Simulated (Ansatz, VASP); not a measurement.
## MgS in VASP and in Ansatz

POSCAR

```
MgS
1.0
    0.0667560700      2.5184650300      2.7068920500
    3.0521833800      0.1936562600      2.5799918600
    3.3922924900      2.7316739500     -0.1464528500
Mg S
1 1
Direct
    0.9960441600      0.0048933100      0.0057007100
    0.7539558400      0.7451066900      0.7442992900
```

Contents of INCAR.step1:

```
PREC     = Accurate       # precision mode
ENCUT    = 520            # plane-wave cutoff, eV
EDIFF    = 1E-5           # SCF threshold, eV
ISMEAR   = -1             # smearing method
SIGMA    = 0.05           # smearing width, eV
LREAL    = F              # projectors in reciprocal space
LASPH    = T              # aspherical terms in the spheres
NELM     = 60             # most SCF steps
ALGO     = Normal         # electronic algorithm
ISIF     = 2              # what is computed and relaxed
LWAVE    = T              # write WAVECAR
LCHARG   = F              # write CHGCAR
GGA      = PE             # functional
NBANDS   = 11             # bands
```

INCAR.step2

```
PREC     = Accurate       # precision mode
ENCUT    = 520            # plane-wave cutoff, eV
EDIFF    = 1E-6           # SCF threshold, eV
ISMEAR   = -1             # smearing method
SIGMA    = 0.05           # smearing width, eV
LREAL    = F              # projectors in reciprocal space
LASPH    = T              # aspherical terms in the spheres
NELM     = 60             # most SCF steps
ALGO     = Normal         # electronic algorithm
ISIF     = 2              # what is computed and relaxed
LWAVE    = F              # write WAVECAR
LCHARG   = F              # write CHGCAR
GGA      = PE             # functional
LHFCALC  = T              # exact exchange
AEXX     = 0.25           # exact-exchange fraction
HFSCREEN = 0.15           # screening, 1/A
PRECFOCK = Normal       
ISTART   = 1            
NBANDS   = 11             # bands
```

Contents of KPOINTS:

```
regular mesh
0
Gamma
  5 5 4
```

File input:

```
crystal:
  lattice:
    - [0.06675607, 2.51846503, 2.70689205]
    - [3.05218338, 0.19365626, 2.57999186]
    - [3.39229249, 2.73167395, -0.14645285]
  atoms:
    - { symbol: Mg, position: [0.99604416, 0.00489331, 0.00570071] }
    - { symbol: S, position: [0.75395584, 0.74510669, 0.74429929] }
hamiltonian:
  xc:
    exchange: pbe
    correlation: pbe
    exx: { coeff: 0.25, omega: 0.15 }
  pseudopotentials: { kind: paw }
kpoints:
  mp_grid: { grid: [5, 5, 4] }
scf:
  occupations: { method: fermi_dirac, width: 0.05 }
output:
  forces: true
  stress: true
  eigenvalues: true
  write_density: true
  write_potential: true
  elf: true
  volumetric_format: npy
```

Alike in both runs: task single point; functional PBE-based screened hybrid with a share of 0.25 of exact exchange and HFSCREEN = 0.15; k mesh 5 × 5 × 4; occupations fermi-dirac, width 0.05 eV; no spin polarisation.

```csv
,VASP,Ansatz
version,VASP 6.6.1,Ansatz 0.2.0
potentials or method,"VASP PAW PBE potentials, release 64 (Mg, S)",Ansatz PAW
plane-wave cutoff (eV),520,420
valence electrons in the cell,8,16
```

Ansatz gave:

| Quantity | Value |
| --- | --- |
| gap on the k mesh at the Fermi level (eV) | 3.93 |
| least direct gap on the mesh (eV) | 4.02 |
| pressure (GPa) | 3.7 |
| traceless stress, the component that is largest in VASP (GPa) | -8.58 |
| rms of the force components (eV/Å) | 1.021 |

Q: Estimate VASP's values.

A: gap on the k mesh at the Fermi level (eV): 3.92; least direct gap on the mesh (eV): 4.00; pressure (GPa): 3.5; traceless stress, the component that is largest in VASP (GPa): -8.58; rms of the force components (eV/Å): 1.019.

VASP's potentials were made for PBE, not for PBE-based screened hybrid. Atom by atom the forces differ by 0.003 eV/Å (rms over components). VASP's potentials hold 8 valence electrons a cell and Ansatz's 16, so a difference there can come from the potentials and not from the codes.

The k mesh is coarse, so the values compare programs but aren't converged. Noted on Ansatz's run: odd divisions of the mesh miss points on the zone boundary, where band edges often lie, so the gap on the mesh can be too wide.
